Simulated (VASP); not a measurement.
Input of a VASP 6.6.1 run:

The input INCAR:

```
PREC     = Accurate       # precision mode
ENCUT    = 520            # plane-wave cutoff, eV
EDIFF    = 1E-6           # SCF threshold, eV
ISMEAR   = -1             # smearing method
SIGMA    = 0.03           # smearing width, eV
LREAL    = False          # projectors in reciprocal space
LASPH    = True           # aspherical terms in the spheres
NELM     = 100            # most SCF steps
ALGO     = Normal         # electronic algorithm
ISIF     = 2              # what is computed and relaxed
LWAVE    = False          # write WAVECAR
LCHARG   = False          # write CHGCAR
GGA      = PS             # functional
NBANDS   = 20             # bands
```

The input KPOINTS:

```
Automatic mesh
0
Gamma
  6 6 6
```

The input POSCAR:

```
ScAlH6
1.0
    3.2331708666      0.0000000000      0.0000000000
    0.0000000000      2.1363800953      3.7001237233
    0.0000000000     -2.1363800953      3.7001237233
Sc Al H
1 1 6
Direct
    0.5000000000      0.5833236516      0.5833236516
    0.0000000000      0.9166461070      0.9166461070
    0.0000000000      0.8955789247      0.4272281456
    0.0000000000      0.4272281456      0.8955789247
    0.0000000000      0.4271708793      0.4271708793
    0.5000000000      0.5959818510      0.0770495477
    0.5000000000      0.0770495477      0.5959818510
    0.5000000000      0.0770218931      0.0770218931
```

Potentials or basis: VASP PAW PBE potentials, release 64 (Sc_sv, Al, H).

Run with:

```sh
$ cat potpaw_PBE.64/Sc_sv/POTCAR potpaw_PBE.64/Al/POTCAR potpaw_PBE.64/H/POTCAR > POTCAR
$ mpirun -np 1 vasp_std > vasp.out
```

Question: What does it give for the band gap on the k mesh?

Answer: Zero (band 10 reaches 6.12 eV, above the bottom of band 11 at 5.33 eV).

Question: What does it give for the largest force?

Answer: 0.014 eV/Å.

Question: Predict the pressure.

Answer: 0.1 GPa.

Forces in eV/Å, atoms in the order of the input:
```
Sc   0.000  0.000 -0.001
Al   0.000  0.000  0.001
H    0.000  0.012  0.007
H    0.000 -0.012  0.007
H    0.000  0.000 -0.013
H    0.000  0.000 -0.001
H    0.000  0.000 -0.001
H    0.000  0.000  0.001
```

Caveat: the PAW data sets were made with another functional, which shifts forces and pressure a little.
